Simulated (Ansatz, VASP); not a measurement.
Two plane-wave programs on LaHfO

```
La Hf O
1.0
     3.77000   -4.27815    0.00000
     3.77000    4.27815    0.00000
     0.00000    0.00000    3.68949
La Hf O
2 2 2
Direct
  0.76651 0.23349 0.50000
  0.23349 0.76651 0.50000
  0.28384 0.28384 0.00000
  0.71616 0.71616 0.00000
  0.50000 0.00000 0.00000
  0.00000 0.50000 0.00000
```

Change from the starting cell: the structure that the rattled cell fell into.

Alike in both runs: functional PBE; k mesh 6 × 6 × 8; occupations gaussian, width 0.1 eV; no spin polarisation.

Ansatz relaxed the structure, and its values are those at the end. VASP's run is a single point on that final structure, the one shown.

```csv
,VASP,Ansatz
version,VASP 6.6.1,Ansatz 0.2.0
potentials or method,"VASP PAW PBE potentials, release 64 (La, Hf_pv, O), cutoff 520 eV","scalar-relativistic, plane waves, PAW"
valence electrons in the cell,54,86
```

Ansatz gave:

```
gap on the k mesh at the Fermi level (eV) : none
pressure (GPa)                            : 0.0
rms of the force components (eV/Å)        : 0.002
```

**Question.** Estimate VASP's values.

**Answer.** gap on the k mesh at the Fermi level (eV): none; pressure (GPa): -0.7; rms of the force components (eV/Å): 0.005.

A gap of «none» marks a metal or a gap that the smearing closes. The functional is the same, so the differences come from potentials, cutoffs and numerics. VASP's potentials hold 54 valence electrons a cell and Ansatz's 86, so a difference there can come from the potentials and not from the codes.

Spin-orbit coupling is off throughout.
